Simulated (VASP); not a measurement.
# ZnS in VASP: a series of runs

The runs below take ZnS through single point, with PBEsol.

Everything below comes from runs of VASP 6.6.1. Logs are shortened: lines on timing, memory, paths and dates and some standing lists are left out, and cuts for length are marked.

### 1 The cell of the first run

The cell holds a slab with vacuum, 10 atoms: a = 3.788 Å, b = 3.788 Å, c = 27.052 Å, α = 90.00°, β = 90.00°, γ = 90.00°.

### 2 Single point, PBEsol

INCAR reads:

```
SYSTEM = ZnS
PREC     = Accurate       ! precision mode
ENCUT    = 520            ! plane-wave cutoff, eV
EDIFF    = 1E-6           ! SCF threshold, eV
ISMEAR   = 0              ! smearing method
SIGMA    = 0.05           ! smearing width, eV
LREAL    = .False.        ! projectors in reciprocal space
LASPH    = .True.         ! aspherical terms in the spheres
NELM     = 80             ! most SCF steps
ALGO     = Normal         ! electronic algorithm
ISIF     = 2              ! what is computed and relaxed
LWAVE    = .False.        ! write WAVECAR
LCHARG   = .False.        ! write CHGCAR
LDIPOL   = .True.       
IDIPOL   = 3            
DIPOL    = 0.5 0.5 0.500
GGA      = PS             ! functional
NBANDS   = 56             ! bands
```

KPOINTS reads:

```
Automatic mesh
0
Gamma
  7 7 1
  0 0 0
```

POSCAR reads:

```
ZnS
1.0
    3.7876303076      0.0000000000      0.0000000000
    0.0000000000      3.7876303076      0.0000000000
    0.0000000000      0.0000000000     27.0521658379
S Zn
5 5
Direct
    0.0000000000      0.5000000000      0.2772421271
    0.5000000000      0.0000000000      0.3762456262
    0.0000000000      0.5000000000      0.4752491252
    0.5000000000      0.0000000000      0.5742526243
    0.0000000000      0.5000000000      0.6732561234
    0.5000000000      0.5000000000      0.3267438766
    0.0000000000      0.0000000000      0.4257473757
    0.5000000000      0.5000000000      0.5247508748
    0.0000000000      0.0000000000      0.6237543738
    0.5000000000      0.5000000000      0.7227578729
```

Potentials or basis: VASP PAW PBE potentials, release 64 (S, Zn).

Launch:

```bash
cat potpaw_PBE.64/S/POTCAR potpaw_PBE.64/Zn/POTCAR > POTCAR
mpirun -np 1 vasp_std > vasp.out
```

OUTCAR:

```text
SYSTEM = ZnS
   PREC = Accurate
   ENCUT = 520
   EDIFF = 1E-6
   ISMEAR = 0
   LREAL = .False.
   LASPH = .True.
   NELM = 80
   ISIF = 2
   GGA = PS

 ion  position               nearest neighbor table
   1  0.000  0.500  0.277-   6 2.32   6 2.32
   2  0.500  0.000  0.376-   7 2.32   7 2.32   6 2.32   6 2.32
   3  0.000  0.500  0.475-   7 2.32   7 2.32   8 2.32   8 2.32
   4  0.500  0.000  0.574-   9 2.32   9 2.32   8 2.32   8 2.32
   5  0.000  0.500  0.673-  10 2.32  10 2.32   9 2.32   9 2.32
   6  0.500  0.500  0.327-   1 2.32   1 2.32   2 2.32   2 2.32
   7  0.000  0.000  0.426-   2 2.32   2 2.32   3 2.32   3 2.32
   8  0.500  0.500  0.525-   4 2.32   4 2.32   3 2.32   3 2.32
   9  0.000  0.000  0.624-   4 2.32   4 2.32   5 2.32   5 2.32
  10  0.500  0.500  0.723-   5 2.32   5 2.32

  LATTYP: Found a simple tetragonal cell.
 ALAT       =     3.7876303076
 C/A-ratio  =     7.1422403036

  Lattice vectors:

 A1 = (   3.7876303076,   0.0000000000,   0.0000000000)
 A2 = (   0.0000000000,   3.7876303076,   0.0000000000)
 A3 = (   0.0000000000,   0.0000000000,  27.0521658379)

Analysis of symmetry for initial positions (statically):
=====================================================================
 Subroutine PRICEL returns:
 Original cell was already a primitive cell.

 Routine SETGRP: Setting up the symmetry group for a
 simple tetragonal supercell.

 Subroutine GETGRP returns: Found  4 space group operations
 (whereof  4 operations were pure point group operations)
 out of a pool of 16 trial point group operations.

The static configuration has the point symmetry C_2v.

Analysis of symmetry for dynamics (positions and initial velocities):
=====================================================================
 Subroutine PRICEL returns:
 Original cell was already a primitive cell.

 Routine SETGRP: Setting up the symmetry group for a
 simple tetragonal supercell.

 Subroutine GETGRP returns: Found  4 space group operations
 (whereof  4 operations were pure point group operations)
 out of a pool of 16 trial point group operations.

The dynamic configuration has the point symmetry C_2v.

 Subroutine INISYM returns: Found  4 space group operations
 (whereof  4 operations are pure point group operations),
 and found     1 'primitive' translations

----------------------------------------------------------------------------------------

                                     Primitive cell

  volume of cell :     388.0942

  direct lattice vectors                    reciprocal lattice vectors
     3.787630308  0.000000000  0.000000000     0.264017319  0.000000000  0.000000000
     0.000000000  3.787630308  0.000000000     0.000000000  0.264017319  0.000000000
     0.000000000  0.000000000 27.052165838     0.000000000  0.000000000  0.036965617

  length of vectors
     3.787630308  3.787630308 27.052165838     0.264017319  0.264017319  0.036965617

  position of ions in fractional coordinates (direct lattice)
     0.000000000  0.500000000  0.277242127
     0.500000000  0.000000000  0.376245626
     0.000000000  0.500000000  0.475249125
     0.500000000  0.000000000  0.574252624
     0.000000000  0.500000000  0.673256123
     0.500000000  0.500000000  0.326743877
     0.000000000  0.000000000  0.425747376
     0.500000000  0.500000000  0.524750875
     0.000000000  0.000000000  0.623754374
     0.500000000  0.500000000  0.722757873

  ion indices of the primitive-cell ions
   primitive index   ion index
                 1           1
                 2           2
                 3           3
                 4           4
                 5           5
                 6           6
                 7           7
                 8           8
                 9           9
                10          10

----------------------------------------------------------------------------------------

 KPOINTS: Automatic mesh

Automatic generation of k-mesh.
 Grid dimensions read from file:
 generate k-points for:    7    7    1

 Generating k-lattice:

  Cartesian coordinates                     Fractional coordinates (reciprocal lattice)
     0.037716760  0.000000000  0.000000000     0.142857143  0.000000000  0.000000000
     0.000000000  0.037716760  0.000000000     0.000000000  0.142857143  0.000000000
     0.000000000  0.000000000  0.036965617     0.000000000  0.000000000  1.000000000

  Length of vectors
     0.037716760  0.037716760  0.036965617

  Shift w.r.t. Gamma in fractional coordinates (k-lattice)
     0.000000000  0.000000000  0.000000000

 Subroutine IBZKPT returns following result:
 ===========================================

 Found     16 irreducible k-points:

 Following reciprocal coordinates:
            Coordinates               Weight
  0.000000  0.000000  0.000000      1.000000
  0.142857  0.000000  0.000000      2.000000
  0.000000  0.142857  0.000000      2.000000
  0.285714  0.000000  0.000000      2.000000
  0.000000  0.285714  0.000000      2.000000
  0.428571  0.000000  0.000000      2.000000
[... 8 lines left out ...]
 -0.285714  0.428571  0.000000      4.000000
  0.428571  0.428571  0.000000      4.000000
   k-points           NKPTS =     16   k-points in BZ     NKDIM =     16   number of bands    NBANDS=     56
   number of dos      NEDOS =    301   number of ions     NIONS =     10
   total plane-waves  NPLWV = 164640
   dimension x,y,z NGX =    28 NGY =   28 NGZ =  210
   dimension x,y,z NGXF=    56 NGYF=   56 NGZF=  420
   ions per type =               5   5
   NGX,Y,Z   is equivalent  to a cutoff of  12.29, 12.29, 12.91 a.u.
   NGXF,Y,Z  is equivalent  to a cutoff of  24.58, 24.58, 25.81 a.u.
 SYSTEM =  ZnS
   PREC   = accura    normal or accurate (medium, high low for compatibility)
   ISTART =      0    job   : 0-new  1-cont  2-samecut
   ICHARG =      2    charge: 1-file 2-atom 10-const
   ISPIN  =      1    spin polarized calculation?
   LNONCOLLINEAR =      F non collinear calculations
   LSORBIT =      F    spin-orbit coupling
   LASPH  =      T    aspherical Exc in radial PAW
   ENCUT  =  520.0 eV  38.22 Ry    6.18 a.u.   7.04  7.04 50.30*2*pi/ulx,y,z
   NELM   =     80;   NELMIN=  2; NELMDL= -5     # of ELM steps
   EDIFF  = 0.1E-05   stopping-criterion for ELM
   LREAL  =      F    real-space projection
   EDIFFG = 0.1E-04   stopping-criterion for IOM
   NSW    =      0    number of steps for IOM
   IBRION =     -1    ionic relax: 0-MD 1-quasi-New 2-CG
   NFREE  =      0    steps in history (QN), initial steepest desc. (CG)
   ISIF   =      2    stress and relaxation
   ISYM   =      2    0-nonsym 1-usesym 2-fastsym
   POTIM  = 0.5000    time-step for ionic-motion
   TEBEG  =    0.0;   TEEND  =   0.0 temperature during run
   PSTRESS=    0.0 pullay stress
   NELECT =      90.0000    total number of electrons
   NUPDOWN=      -1.0000    fix difference up-down
   EMIN   =  10.00;   EMAX   =-10.00  energy-range for DOS
   EFERMI =   0.00;   METHOD = LEGACY
   ISMEAR =     0;   SIGMA  =   0.05  broadening in eV -4-tet -1-fermi 0-gaus
   EFERMI_NEDOS =   21; number of points for ismear=-14 and -15
   IALGO  =     38    algorithm
   IMIX   =      4    mixing-type and parameters
     AMIX     =   0.40;   BMIX     =  1.00
     AMIX_MAG =   1.60;   BMIX_MAG =  1.00
  volume/ion in A,a.u.               =      38.81       261.90
  Fermi-wavevector in a.u.,A,eV,Ry     =   1.005796  1.900679 13.764004  1.011626
  Thomas-Fermi vector in A             =   2.138498
   LORBIT       =      0    0 simple, 1 ext, 2 COOP (PROOUT), +10 PAW based schemes
   GGA     = PS    functional components
   LHFCALC =     F    Hartree Fock is set to
   AEXX    =    0.0000 exact exchange contribution
   IVDW    =     0    specifies the selected vdW correction
   LEPSILON=     F    determine dielectric tensor
   LRPA    =     F    only Hartree local field effects (RPA)
 non-spin polarized calculation
 Gauss-broadening in eV      SIGMA  =   0.05
  energy-cutoff  :      520.00
  volume of cell :      388.09
 maximum number of plane-waves:     10493
   NGX = 15   NGY = 15   NGZ =101

 dipolmoment           0.000000      0.000000      0.000032 electrons x Angstroem

 number of electron      90.0000038 magnetization

 dipolmoment           0.000000      0.000000     -0.212041 electrons x Angstroem

 Free energy of the ion-electron system (eV)
  ---------------------------------------------------
  ext. energy  EPLUGINS =         0.00000000
  ---------------------------------------------------
  free energy    TOTEN  =       -33.90794959 eV

  energy without entropy =      -33.90387148  energy(sigma->0) =      -33.90591054

 E-fermi :  -1.4949     XC(G=0):  -5.5632

 val. band max:       -1.4954420091   @ k =   0.0000   0.1429   0.0000
 cond. band min:      -1.4725369198   @ k =   0.0000   0.0000   0.0000
 fundamental gap:      0.0229050893
 Fermi energy:        -1.4948793538

 k-point     1 :       0.0000    0.0000    0.0000
  band No.  band energies     occupation
      1     -15.8960      2.00000
      2     -15.2510      2.00000
      3     -14.7171      2.00000
      4     -14.1138      2.00000
      5     -12.7860      2.00000
      6      -9.3523      2.00000
[... 48 lines left out ...]
     55       3.2180      0.00000
     56       3.8128      0.00000

 k-point     2 :       0.1429    0.0000    0.0000
  band No.  band energies     occupation
      1     -15.8086      2.00000
      2     -15.1798      2.00000
      3     -14.6582      2.00000
      4     -14.0686      2.00000
      5     -12.7343      2.00000
      6      -9.3056      2.00000
[... 48 lines left out ...]
     55       3.7315      0.00000
     56       3.8954      0.00000
[... 765 lines left out ...]
     55       3.9672      0.00000
     56       4.2945      0.00000

 k-point    16 :       0.4286    0.4286    0.0000
  band No.  band energies     occupation
      1     -15.0436      2.00000
      2     -14.5477      2.00000
      3     -14.0751      2.00000
      4     -13.5719      2.00000
      5     -12.3087      2.00000
      6      -9.2115      2.00000
[... 48 lines left out ...]
     55       3.9501      0.00000
     56       4.2177      0.00000

------------------------ aborting loop because EDIFF is reached ----------------------------------------

 vacuum level on the upper side and lower side of the slab       (xc-potential included)        -1.318         1.306

  FORCE on cell =-STRESS in cart. coord.  units (eV):
  Direction    XX          YY          ZZ          XY          YZ          ZX
  --------------------------------------------------------------------------------------
  -------------------------------------------------------------------------------------
  Total       -1.4646353     -1.6133649      0.3565604      0.0000000      0.0000000      0.0000000
  in kB       -6.0464834     -6.6604869      1.4719956      0.0000000      0.0000000      0.0000000
  external PRESSURE =      -3.7449916 kB  Pullay stress =       0.0000000 kB

 VOLUME and BASIS-vectors are now :
 -----------------------------------------------------------------------------
  energy-cutoff  :      520.00
  volume of cell :      388.09
      direct lattice vectors                 reciprocal lattice vectors
     3.787630308  0.000000000  0.000000000     0.264017319  0.000000000  0.000000000
     0.000000000  3.787630308  0.000000000     0.000000000  0.264017319  0.000000000
     0.000000000  0.000000000 27.052165838     0.000000000  0.000000000  0.036965617

 POSITION                                       TOTAL-FORCE (eV/Angst)
 -----------------------------------------------------------------------------------
      0.00000      1.89382      7.50000         0.000000      0.000000      0.309926
      1.89382      0.00000     10.17826         0.000000      0.000000      0.466755
      0.00000      1.89382     12.85652         0.000000      0.000000      0.337572
      1.89382      0.00000     15.53478         0.000000      0.000000      0.292184
      0.00000      1.89382     18.21304         0.000000      0.000000      0.249897
      1.89382      1.89382      8.83913         0.000000      0.000000     -0.598814
      0.00000      0.00000     11.51739         0.000000      0.000000     -0.367137
      1.89382      1.89382     14.19565         0.000000      0.000000     -0.339495
      0.00000      0.00000     16.87391         0.000000      0.000000     -0.410588
      1.89382      1.89382     19.55217         0.000000      0.000000      0.059699
 -----------------------------------------------------------------------------------
    total drift:                                0.000000     -0.000000     -0.000606

  FREE ENERGIE OF THE ION-ELECTRON SYSTEM (eV)
  ---------------------------------------------------
  free  energy   TOTEN  =       -33.9079495931 eV

  energy  without entropy=      -33.9038714826  energy(sigma->0) =      -33.90591054

 vacuum level on the upper side and lower side of the slab         2.980         5.659
```

Run time: 9.8 min. Hardware: 1 thread of Intel Xeon Platinum 8488C (Sapphire Rapids), shared host; peak memory 0.55 GiB.

What came out:

* Free energy: -33.9079 eV
* Largest force: 0.599 eV/Å
* Band gap on the k mesh: zero (bands 45 and 46 overlap by 0.05 eV)

Forces in eV/Å, atoms in the order of the input:
```
S    0.000  0.000  0.310
S    0.000  0.000  0.467
S    0.000  0.000  0.338
S    0.000  0.000  0.292
S    0.000  0.000  0.250
Zn   0.000  0.000 -0.599
Zn   0.000  0.000 -0.367
Zn   0.000  0.000 -0.339
Zn   0.000  0.000 -0.411
Zn   0.000  0.000  0.060
```

Caveat: the PAW data sets were made with another functional, which shifts forces and pressure a little.

### 3 Single point, PBEsol

INCAR reads:

```
SYSTEM = ZnS
  PREC = Accurate
  ENCUT = 520
  EDIFF = 1E-6
  ISMEAR = 0
  SIGMA = 0.05
  LREAL = .False.
  LASPH = .True.
  NELM = 100
  ALGO = Normal
  ISIF = 2
  LWAVE = .False.
  LCHARG = .False.
  LDIPOL = .True.
  IDIPOL = 3
  DIPOL = 0.5 0.5 0.500
  GGA = PS
  NBANDS = 56
```

KPOINTS is that of step 2.

POSCAR reads:

```
ZnS
1.0
    3.7876303076      0.0000000000      0.0000000000
    0.0000000000      3.7876303076      0.0000000000
    0.0000000000      0.0000000000     27.0521658379
S Zn
5 5
Direct
    0.0000000000      0.5000000000      0.2782748471
    0.5000000000      0.0000000000      0.3771919384
    0.0000000000      0.5000000000      0.4760079704
    0.5000000000      0.0000000000      0.5751380946
    0.0000000000      0.5000000000      0.6752856104
    0.5000000000      0.5000000000      0.3243061161
    0.0000000000      0.0000000000      0.4241320374
    0.5000000000      0.5000000000      0.5232956066
    0.0000000000      0.0000000000      0.6226445149
    0.5000000000      0.5000000000      0.7237232641
```

Potentials or basis: VASP PAW PBE potentials, release 64 (S, Zn).

Launch:

```bash
cat potpaw_PBE.64/S/POTCAR potpaw_PBE.64/Zn/POTCAR > POTCAR
mpirun -np 1 vasp_std > vasp.out
```

OUTCAR:

```text
SYSTEM = ZnS
   PREC = Accurate
   ENCUT = 520
   EDIFF = 1E-6
   ISMEAR = 0
   LREAL = .False.
   LASPH = .True.
   NELM = 100
   ISIF = 2
   GGA = PS

 ion  position               nearest neighbor table
   1  0.000  0.500  0.278-   6 2.27   6 2.27
   2  0.500  0.000  0.377-   7 2.28   7 2.28   6 2.37   6 2.37
   3  0.000  0.500  0.476-   8 2.29   8 2.29   7 2.36   7 2.36
   4  0.500  0.000  0.575-   9 2.29   9 2.29   8 2.36   8 2.36
   5  0.000  0.500  0.675-  10 2.30  10 2.30   9 2.37   9 2.37
   6  0.500  0.500  0.324-   1 2.27   1 2.27   2 2.37   2 2.37
   7  0.000  0.000  0.424-   2 2.28   2 2.28   3 2.36   3 2.36
   8  0.500  0.500  0.523-   3 2.29   3 2.29   4 2.36   4 2.36
   9  0.000  0.000  0.623-   4 2.29   4 2.29   5 2.37   5 2.37
  10  0.500  0.500  0.724-   5 2.30   5 2.30

  LATTYP: Found a simple tetragonal cell.
 ALAT       =     3.7876303076
 C/A-ratio  =     7.1422403036

  Lattice vectors:
[... 200 lines left out ...]
      2     -15.2174      2.00000
      3     -14.6733      2.00000
      4     -14.0462      2.00000
      5     -12.8636      2.00000
      6      -9.3288      2.00000
[... 933 lines left out ...]
     55       3.9920      0.00000
     56       4.2349      0.00000

------------------------ aborting loop because EDIFF is reached ----------------------------------------

 vacuum level on the upper side and lower side of the slab       (xc-potential included)        -1.357         1.343

  FORCE on cell =-STRESS in cart. coord.  units (eV):
  Direction    XX          YY          ZZ          XY          YZ          ZX
  --------------------------------------------------------------------------------------
  -------------------------------------------------------------------------------------
  Total        0.7456083     -3.1794078      0.1904930      0.0000000      0.0000000      0.0000000
  in kB        3.0781098    -13.1256134      0.7864159      0.0000000      0.0000000      0.0000000
  external PRESSURE =      -3.0870292 kB  Pullay stress =       0.0000000 kB

 VOLUME and BASIS-vectors are now :
 -----------------------------------------------------------------------------
  energy-cutoff  :      520.00
  volume of cell :      388.09
      direct lattice vectors                 reciprocal lattice vectors
     3.787630308  0.000000000  0.000000000     0.264017319  0.000000000  0.000000000
     0.000000000  3.787630308  0.000000000     0.000000000  0.264017319  0.000000000
     0.000000000  0.000000000 27.052165838     0.000000000  0.000000000  0.036965617

 POSITION                                       TOTAL-FORCE (eV/Angst)
 -----------------------------------------------------------------------------------
      0.00000      1.89382      7.52794         0.000000      0.000000     -0.022432
      1.89382      0.00000     10.20386         0.000000      0.000000     -0.000917
      0.00000      1.89382     12.87705         0.000000      0.000000      0.003146
      1.89382      0.00000     15.55873         0.000000      0.000000      0.001702
      0.00000      1.89382     18.26794         0.000000      0.000000     -0.002866
      1.89382      1.89382      8.77318         0.000000      0.000000      0.002494
      0.00000      0.00000     11.47369         0.000000      0.000000     -0.000190
      1.89382      1.89382     14.15628         0.000000      0.000000     -0.004528
      0.00000      0.00000     16.84388         0.000000      0.000000      0.000098
      1.89382      1.89382     19.57828         0.000000      0.000000      0.023493
 -----------------------------------------------------------------------------------
    total drift:                                0.000000     -0.000000     -0.000149

  FREE ENERGIE OF THE ION-ELECTRON SYSTEM (eV)
  ---------------------------------------------------
  free  energy   TOTEN  =       -33.9731720952 eV

  energy  without entropy=      -33.9693802412  energy(sigma->0) =      -33.97127617

 vacuum level on the upper side and lower side of the slab         2.908         5.659
```

Wall time 9.9 min (1 thread of Intel Xeon Platinum 8488C (Sapphire Rapids), shared host); peak memory 0.55 GiB.

What came out:

- Free energy: -33.9732 eV
- Largest force: 0.023 eV/Å
- Band gap on the k mesh: 0.07 eV (least direct gap 0.12 eV)

Forces on the atoms (eV/Å):
```
S    0.000  0.000 -0.022
S    0.000  0.000 -0.001
S    0.000  0.000  0.003
S    0.000  0.000  0.002
S    0.000  0.000 -0.003
Zn   0.000  0.000  0.002
Zn   0.000  0.000  0.000
Zn   0.000  0.000 -0.005
Zn   0.000  0.000  0.000
Zn   0.000  0.000  0.023
```

Caveat: the PAW data sets were made with another functional, which shifts forces and pressure a little.
